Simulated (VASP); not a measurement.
# Au (Pm-3m) in VASP: further runs

Au is run at these levels: PBE; tasks: single point, relaxation of cell and atoms.

Program: VASP 6.6.1. These are calculated values, not measurements. Logs are shortened: lines on timing, memory, paths and dates and some standing lists are left out, and cuts for length are marked.

## Step 1: The cell of the first run

Symmetry: Pm-3m, No. 221, cubic system. Conventional cell: a = 2.381 Å, b = 2.381 Å, c = 2.381 Å, α = 90.00°, β = 90.00°, γ = 90.00°. Au (site symmetry m-3m) has 6 Au at 2.38 Å within 3.1 Å.

## Step 2: Single point, PBE

File INCAR:

```
ALGO = Normal
EDIFF = 1E-6
ENCUT = 520
GGA = PE
ISIF = 2
ISMEAR = -1
LASPH = T
LCHARG = F
LREAL = F
LWAVE = F
NBANDS = 12
NELM = 80
PREC = Accurate
SIGMA = 0.1
```

File KPOINTS:

```
k-points
0
Gamma
  16 16 16
```

File POSCAR:

```
Au
1.0
    2.3813469866      0.0000000000      0.0000000000
    0.0000000000      2.3813469866      0.0000000000
    0.0000000000      0.0000000000      2.3813469866
Au
1
Direct
    0.0000000000      0.0000000000      0.0000000000
```

Potentials or basis: VASP PAW PBE potentials, release 64 (Au).

Started as:

```console
$ cat potpaw_PBE.64/Au/POTCAR > POTCAR
$ mpirun -np 1 vasp_std > vasp.out
```

OUTCAR:

```text
EDIFF = 1E-6
   ENCUT = 520
   GGA = PE
   ISIF = 2
   ISMEAR = -1
   LASPH = T
   LREAL = F
   NELM = 80
   PREC = Accurate

 ion  position               nearest neighbor table
   1  0.000  0.000  0.000-

  LATTYP: Found a simple cubic cell.
 ALAT       =     2.3813469866

  Lattice vectors:

 A1 = (   2.3813469866,   0.0000000000,   0.0000000000)
 A2 = (   0.0000000000,   2.3813469866,   0.0000000000)
 A3 = (   0.0000000000,   0.0000000000,   2.3813469866)

Analysis of symmetry for initial positions (statically):
=====================================================================
 Subroutine PRICEL returns:
 Original cell was already a primitive cell.

 Routine SETGRP: Setting up the symmetry group for a
 simple cubic supercell.

 Subroutine GETGRP returns: Found 48 space group operations
 (whereof 48 operations were pure point group operations)
 out of a pool of 48 trial point group operations.

The static configuration has the point symmetry O_h .

Analysis of symmetry for dynamics (positions and initial velocities):
=====================================================================
 Subroutine PRICEL returns:
 Original cell was already a primitive cell.

 Routine SETGRP: Setting up the symmetry group for a
 simple cubic supercell.

 Subroutine GETGRP returns: Found 48 space group operations
 (whereof 48 operations were pure point group operations)
 out of a pool of 48 trial point group operations.

The dynamic configuration has the point symmetry O_h .

 Subroutine INISYM returns: Found 48 space group operations
 (whereof 48 operations are pure point group operations),
 and found     1 'primitive' translations

----------------------------------------------------------------------------------------

                                     Primitive cell

  volume of cell :      13.5042

  direct lattice vectors                    reciprocal lattice vectors
     2.381346987  0.000000000  0.000000000     0.419930403  0.000000000  0.000000000
     0.000000000  2.381346987  0.000000000     0.000000000  0.419930403  0.000000000
     0.000000000  0.000000000  2.381346987     0.000000000  0.000000000  0.419930403

  length of vectors
     2.381346987  2.381346987  2.381346987     0.419930403  0.419930403  0.419930403

  position of ions in fractional coordinates (direct lattice)
     0.000000000  0.000000000  0.000000000

  ion indices of the primitive-cell ions
   primitive index   ion index
                 1           1

----------------------------------------------------------------------------------------

 KPOINTS: k-points

Automatic generation of k-mesh.
 Grid dimensions read from file:
 generate k-points for:   16   16   16

 Generating k-lattice:

  Cartesian coordinates                     Fractional coordinates (reciprocal lattice)
     0.026245650  0.000000000  0.000000000     0.062500000  0.000000000  0.000000000
     0.000000000  0.026245650  0.000000000     0.000000000  0.062500000  0.000000000
     0.000000000  0.000000000  0.026245650     0.000000000  0.000000000  0.062500000

  Length of vectors
     0.026245650  0.026245650  0.026245650

  Shift w.r.t. Gamma in fractional coordinates (k-lattice)
     0.000000000  0.000000000  0.000000000

 Subroutine IBZKPT returns following result:
 ===========================================

 Found    165 irreducible k-points:

 Following reciprocal coordinates:
            Coordinates               Weight
  0.000000  0.000000  0.000000      1.000000
  0.062500  0.000000  0.000000      6.000000
  0.125000  0.000000  0.000000      6.000000
  0.187500  0.000000  0.000000      6.000000
  0.250000  0.000000  0.000000      6.000000
  0.312500  0.000000  0.000000      6.000000
[... 16 lines left out ...]
  0.437500  0.125000  0.000000     24.000000
  0.500000  0.125000  0.000000     12.000000
 [... further k-points ...]
   k-points           NKPTS =    165   k-points in BZ     NKDIM =    165   number of bands    NBANDS=     12
   number of dos      NEDOS =    301   number of ions     NIONS =      1
   total plane-waves  NPLWV =   5832
   dimension x,y,z NGX =    18 NGY =   18 NGZ =   18
   dimension x,y,z NGXF=    36 NGYF=   36 NGZF=   36
   ions per type =               1
   NGX,Y,Z   is equivalent  to a cutoff of  12.57, 12.57, 12.57 a.u.
   NGXF,Y,Z  is equivalent  to a cutoff of  25.13, 25.13, 25.13 a.u.
 SYSTEM =  unknown system
   PREC   = accura    normal or accurate (medium, high low for compatibility)
   ISTART =      0    job   : 0-new  1-cont  2-samecut
   ICHARG =      2    charge: 1-file 2-atom 10-const
   ISPIN  =      1    spin polarized calculation?
   LNONCOLLINEAR =      F non collinear calculations
   LSORBIT =      F    spin-orbit coupling
   LASPH  =      T    aspherical Exc in radial PAW
   ENCUT  =  520.0 eV  38.22 Ry    6.18 a.u.   4.43  4.43  4.43*2*pi/ulx,y,z
   NELM   =     80;   NELMIN=  2; NELMDL= -5     # of ELM steps
   EDIFF  = 0.1E-05   stopping-criterion for ELM
   LREAL  =      F    real-space projection
   EDIFFG = 0.1E-04   stopping-criterion for IOM
   NSW    =      0    number of steps for IOM
   IBRION =     -1    ionic relax: 0-MD 1-quasi-New 2-CG
   NFREE  =      0    steps in history (QN), initial steepest desc. (CG)
   ISIF   =      2    stress and relaxation
   ISYM   =      2    0-nonsym 1-usesym 2-fastsym
   POTIM  = 0.5000    time-step for ionic-motion
   TEBEG  =    0.0;   TEEND  =   0.0 temperature during run
   PSTRESS=    0.0 pullay stress
   NELECT =      11.0000    total number of electrons
   NUPDOWN=      -1.0000    fix difference up-down
   EMIN   =  10.00;   EMAX   =-10.00  energy-range for DOS
   EFERMI =   0.00;   METHOD = LEGACY
   ISMEAR =    -1;   SIGMA  =   0.10  broadening in eV -4-tet -1-fermi 0-gaus
   EFERMI_NEDOS =   21; number of points for ismear=-14 and -15
   IALGO  =     38    algorithm
   IMIX   =      4    mixing-type and parameters
     AMIX     =   0.40;   BMIX     =  1.00
     AMIX_MAG =   1.60;   BMIX_MAG =  1.00
  volume/ion in A,a.u.               =      13.50        91.13
  Fermi-wavevector in a.u.,A,eV,Ry     =   1.528914  2.889228 31.804678  2.337578
  Thomas-Fermi vector in A             =   2.636607
   LORBIT       =      0    0 simple, 1 ext, 2 COOP (PROOUT), +10 PAW based schemes
   GGA     = PE    functional components
[... 5 lines left out ...]
 non-spin polarized calculation
  energy-cutoff  :      520.00
  volume of cell :       13.50
 maximum number of plane-waves:       377
 NGX is ok and might be reduce to    18
   NGX =  9   NGY =  9   NGZ =  9

 number of electron      11.0000002 magnetization

 Free energy of the ion-electron system (eV)
  ---------------------------------------------------
  ext. energy  EPLUGINS =         0.00000000
  ---------------------------------------------------
  free energy    TOTEN  =        -0.90219913 eV

  energy without entropy =       -0.88991906  energy(sigma->0) =       -0.89605910

 E-fermi :  13.8166     XC(G=0): -14.0201

 val. band max:       13.7551336732   @ k =   0.4375   0.4375   0.3125
 cond. band min:      13.8210555417   @ k =   0.4375   0.4375   0.3750
 fundamental gap:      0.0659218685
 Fermi energy:        13.8166263565

 k-point     1 :       0.0000    0.0000    0.0000
  band No.  band energies     occupation
      1       1.4453      2.00000
      2       3.9053      2.00000
      3       3.9053      2.00000
      4      12.1800      2.00000
      5      12.1800      2.00000
      6      12.1800      2.00000
      7      29.6587      0.00000
      8      29.6587      0.00000
      9      29.6587      0.00000
     10      36.9872      0.00000
     11      39.8323      0.00000
     12      39.8323      0.00000

 k-point     2 :       0.0625    0.0000    0.0000
  band No.  band energies     occupation
      1       1.5871      2.00000
      2       3.9333      2.00000
      3       4.0481      2.00000
      4      12.0306      2.00000
      5      12.0306      2.00000
      6      12.1914      2.00000
      7      28.7557      0.00000
      8      29.9214      0.00000
      9      29.9214      0.00000
     10      37.5962      0.00000
     11      38.5051      0.00000
     12      40.3390      0.00000

 k-point     3 :       0.1250    0.0000    0.0000
  band No.  band energies     occupation
      1       1.9709      2.00000
      2       4.0141      2.00000
      3       4.4991      2.00000
      4      11.6247      2.00000
      5      11.6247      2.00000
      6      12.2242      2.00000
      7      26.8502      0.00000
      8      30.6566      0.00000
      9      30.6566      0.00000
     10      36.4695      0.00000
     11      38.2351      0.00000
     12      42.2084      0.00000
[... 286 lines left out ...]
 k-point    23 :       0.4375    0.1250    0.0000
  band No.  band energies     occupation
      1       4.6024      2.00000
      2       5.4200      2.00000
      3       7.5025      2.00000
      4       9.2622      2.00000
      5      11.9844      2.00000
      6      12.0430      2.00000
      7      18.7280      0.00000
      8      30.3747      0.00000
      9      32.9997      0.00000
     10      35.2988      0.00000
     11      37.7858      0.00000
     12      43.3610      0.00000

 k-point    24 :       0.5000    0.1250    0.0000
  band No.  band energies     occupation
      1       4.6818      2.00000
      2       5.5057      2.00000
      3       7.3995      2.00000
      4       9.1675      2.00000
      5      11.9984      2.00000
      6      12.6480      1.99998
      7      18.1587      0.00000
      8      30.2394      0.00000
      9      33.7416      0.00000
     10      34.1251      0.00000
     11      38.2302      0.00000
     12      42.9243      0.00000

 [... further k-points ...]

------------------------ aborting loop because EDIFF is reached ----------------------------------------

  FORCE on cell =-STRESS in cart. coord.  units (eV):
  Direction    XX          YY          ZZ          XY          YZ          ZX
  --------------------------------------------------------------------------------------
  -------------------------------------------------------------------------------------
  Total       12.5870726     12.5870726     12.5870726      0.0000000      0.0000000     -0.0000000
  in kB     1493.3694971   1493.3694971   1493.3694971      0.0000000      0.0000000     -0.0000000
  external PRESSURE =    1493.3694971 kB  Pullay stress =       0.0000000 kB

 VOLUME and BASIS-vectors are now :
 -----------------------------------------------------------------------------
  energy-cutoff  :      520.00
  volume of cell :       13.50
      direct lattice vectors                 reciprocal lattice vectors
     2.381346987  0.000000000  0.000000000     0.419930403  0.000000000  0.000000000
     0.000000000  2.381346987  0.000000000     0.000000000  0.419930403  0.000000000
     0.000000000  0.000000000  2.381346987     0.000000000  0.000000000  0.419930403

 POSITION                                       TOTAL-FORCE (eV/Angst)
 -----------------------------------------------------------------------------------
      0.00000      0.00000      0.00000         0.000000      0.000000      0.000000
 -----------------------------------------------------------------------------------
    total drift:                                0.000000      0.000000      0.000000

  FREE ENERGIE OF THE ION-ELECTRON SYSTEM (eV)
  ---------------------------------------------------
  free  energy   TOTEN  =        -0.9021991338 eV

  energy  without entropy=       -0.8899190562  energy(sigma->0) =       -0.89605910
```

Wall time 11 s (1 thread of Intel Xeon Platinum 8488C (Sapphire Rapids), shared host); peak memory 0.14 GiB.

Results:

```yaml
Free_energy: -0.9022 eV
Pressure: 149.3 GPa
```

Caveat: spin-orbit coupling is left out, which moves the levels of the heavy elements.

## Step 3: Single point, PBE

File INCAR:

```
PREC = Accurate
ENCUT = 520
EDIFF = 1E-6
ISMEAR = -1
SIGMA = 0.1
LREAL = False
LASPH = True
NELM = 60
ALGO = Normal
ISIF = 2
LWAVE = False
LCHARG = False
GGA = PE
NBANDS = 12
```

File KPOINTS:

```
Automatic mesh
0
Gamma
  16 16 16
```

File POSCAR:

```
Au
1.0
    2.3814794402      0.0000000000      0.0000000000
    0.0000000000      2.3814794402      0.0000000000
    0.0000000000      0.0000000000      2.3814794402
Au
1
Direct
    0.0000000000      0.0000000000      0.0000000000
```

Potentials or basis: VASP PAW PBE potentials, release 64 (Au).

Started as:

```console
$ cat potpaw_PBE.64/Au/POTCAR > POTCAR
$ mpirun -np 1 vasp_std > vasp.out
```

Wall time 12 s (1 thread of Intel Xeon Platinum 8488C (Sapphire Rapids), shared host); peak memory 0.14 GiB.

Results (log left out):

```
Free energy : -0.9043 eV
Pressure    : 149.2 GPa
```

Levels at points of the mesh, in eV from the Fermi level:
| k point | band 4 | band 5 | band 6 | band 7 | band 8 | band 9 |
| --- | --- | --- | --- | --- | --- | --- |
| (0.00, 0.00, 0.00) | -1.64 | -1.64 | -1.64 | 15.84 | 15.84 | 15.84 |
| (0.50, 0.00, 0.00) | -4.73 | -2.87 | -1.33 | 4.32 | 15.88 | 20.35 |
| (0.50, 0.50, 0.00) | -4.15 | 0.67 | 3.48 | 3.48 | 11.46 | 13.96 |
| (0.50, 0.50, 0.50) | 0.89 | 0.89 | 8.21 | 10.83 | 10.83 | 10.83 |

Caveat: spin-orbit coupling is left out, which moves the levels of the heavy elements.

## Step 4: Relaxation of cell and atoms, PBE, target pressure 150 GPa, at which the enthalpy is minimised

This run uses another cell than the first one, of 12.82 Å³/atom, 0.949 times its volume.

File INCAR:

```
SYSTEM = Au
ALGO = Normal
EDIFF = 1E-7
EDIFFG = -0.005
ENCUT = 600
GGA = PE
IBRION = 2
ISIF = 3
ISMEAR = -1
LASPH = .True.
LCHARG = .False.
LREAL = .False.
LWAVE = .False.
NELM = 80
NSW = 60
PREC = Accurate
PSTRESS = 1500.0
SIGMA = 0.1
```

File KPOINTS:

```
k-points
0
Gamma
  16 16 16
  0 0 0
```

File POSCAR:

```
Au
1.0
    2.3405384304      0.0000000000      0.0000000000
    0.0000000000      2.3405384304      0.0000000000
    0.0000000000      0.0000000000      2.3405384304
Au
1
Direct
    0.0000000000      0.0000000000      0.0000000000
```

Started as:

```console
$ cat potpaw_PBE.64/Au/POTCAR > POTCAR
$ mpirun -np 1 vasp_std > vasp.out
```

Run time: 76 s. Hardware: 1 thread of Intel Xeon Platinum 8488C (Sapphire Rapids), shared host; peak memory 0.16 GiB.

Results (log left out):

```yaml
Free_energy: -0.8926 eV
Relaxed_volume: 13.49 Å³/atom
Relaxed_cell: a = 2.381 Å, b = 2.381 Å, c = 2.381 Å, α = 90.00°, β = 90.00°, γ = 90.00°
Space_group_after_relaxing_to_0.05_Å: Pm-3m (No. 221)
Energy_change_on_relaxing_the_enthalpy_is_what_falls: -715.9 meV/atom
Ionic_steps: 18
Pressure_after_relaxing: 150.0 GPa
```

The path:
```
step  energy change (eV)  largest force (eV/Å)  pressure (GPa)  volume (Å³)
   1              0.0000                0.0000          192.92        12.82
   2             -2.8443                0.0000            2.29        20.31
   3             -0.8861                0.0000          139.72        13.68
   4             -0.7254                0.0000          149.42        13.50
   5             -0.7124                0.0000          150.19        13.49
   6             -0.7125                0.0000          150.20        13.49
   7             -0.7128                0.0000          150.19        13.49
   8             -0.7128                0.0000          150.17        13.49
   9             -0.7128                0.0000          150.17        13.49
  10             -0.7128                0.0000          150.17        13.49
  11             -0.7129                0.0000          150.17        13.49
  12             -0.7129                0.0000          150.17        13.49
  13             -0.7129                0.0000          150.17        13.49
  14             -0.7130                0.0000          150.16        13.49
  15             -0.7132                0.0000          150.16        13.49
  16             -0.7136                0.0000          150.12        13.49
  17             -0.7144                0.0000          150.08        13.49
  18             -0.7159                0.0000          149.98        13.49
```

Final structure:
```
Au
1.0
     2.38077    0.00000    0.00000
     0.00000    2.38077    0.00000
     0.00000    0.00000    2.38077
Au
1
Direct
  0.00000 0.00000 0.00000
```

Levels at points of the mesh, in eV from the Fermi level:
```
           k point  band 4  band 5  band 6  band 7  band 8  band 9
(0.00, 0.00, 0.00)   -1.64   -1.64   -1.64   15.84   15.84   15.84
(0.50, 0.00, 0.00)   -4.73   -2.88   -1.33    4.32   15.88   20.35
(0.50, 0.50, 0.00)   -4.16    0.68    3.48    3.48   11.47   13.96
(0.50, 0.50, 0.50)    0.89    0.89    8.20   10.83   10.83   10.83
```

Caveat: the cell is relaxed towards a set pressure, so the enthalpy falls and the energy may rise; spin-orbit coupling is left out, which moves the levels of the heavy elements.

## Step 5: Relaxation of cell and atoms, PBE, target pressure 150 GPa, at which the enthalpy is minimised

File INCAR:

```
  PREC = Accurate
  ENCUT = 600
  EDIFF = 1E-7
  ISMEAR = -1
  SIGMA = 0.1
  LREAL = False
  LASPH = True
  NELM = 60
  ALGO = Normal
  ISIF = 3
  LWAVE = False
  LCHARG = False
  GGA = PE
  IBRION = 2
  NSW = 32
  EDIFFG = -0.005
  PSTRESS = 1500.0
```

File KPOINTS:

```
regular mesh
0
Gamma
  16 16 16
```

File POSCAR:

```
Au
1.0
    2.3813469866      0.0000000000      0.0000000000
    0.0000000000      2.3813469866      0.0000000000
    0.0000000000      0.0000000000      2.3813469866
Au
1
Direct
    0.0000000000      0.0000000000      0.0000000000
```

Started as:

```console
$ cat potpaw_PBE.64/Au/POTCAR > POTCAR
$ mpirun -np 1 vasp_std > vasp.out
```

Run time: 24 s. Hardware: 1 thread of Intel Xeon Platinum 8488C (Sapphire Rapids), shared host; peak memory 0.15 GiB.

Results (log left out):

- Free energy: -0.8930 eV
- Relaxed volume: 13.49 Å³/atom
- Relaxed cell: a = 2.381 Å, b = 2.381 Å, c = 2.381 Å, α = 90.00°, β = 90.00°, γ = 90.00°
- Space group after relaxing (to 0.05 Å): Pm-3m (No. 221)
- Energy change on relaxing (the enthalpy is what falls): +9.1 meV/atom
- Ionic steps: 3
- Pressure after relaxing: 150.0 GPa

Step by step:
```
step  energy change (eV)  largest force (eV/Å)  pressure (GPa)  volume (Å³)
   1              0.0000                0.0000          149.46        13.50
   2              0.0835                0.0000          154.49        13.42
   3              0.0091                0.0000          150.01        13.49
```

Final structure:
```xyz
1
Lattice="2.3808 0.0000 0.0000 0.0000 2.3808 0.0000 0.0000 0.0000 2.3808" Properties=species:S:1:pos:R:3 pbc="T T T"
Au    0.0000    0.0000    0.0000
```

Levels at points of the mesh, in eV from the Fermi level:
```
           k point  band 3  band 4  band 5  band 6  band 7  band 8  band 9
(0.00, 0.00, 0.00)   -9.92   -1.64   -1.64   -1.64   15.84   15.84   15.84
(0.50, 0.00, 0.00)   -4.73   -4.73   -2.88   -1.33    4.32   15.88   20.35
(0.50, 0.50, 0.00)   -4.16   -4.16    0.68    3.48    3.48   11.47   13.96
(0.50, 0.50, 0.50)   -8.87    0.89    0.89    8.20   10.83   10.83   10.83
```

Caveat: the cell is relaxed towards a set pressure, so the enthalpy falls and the energy may rise; spin-orbit coupling is left out, which moves the levels of the heavy elements.

## Step 6: The runs side by side

| task | cell | cutoff (eV) | gap on the mesh (eV) | pressure (GPa) |
| --- | --- | --- | --- | --- |
| single point | a = 2.381 Å, 1 atom | 520 | none | 149.2 |
| relaxation of cell and atoms | relaxed to 150 GPa from a = 2.341 Å, 1 atom | 600 | none | 150.0 |
| relaxation of cell and atoms | relaxed to 150 GPa from a = 2.381 Å, 1 atom | 600 | none | 150.0 |

Alike in all rows: level PBE; potentials or basis VASP PAW PBE potentials, release 64 (Au); no spin polarisation; k mesh 16 × 16 × 16; smearing fermi-dirac 0.1 eV.

Caveats: spin-orbit coupling is left out, which moves the levels of the heavy elements; the cell is relaxed towards a set pressure, so the enthalpy falls and the energy may rise (some runs).

Absolute energies hang on the potentials; compare differences alone.
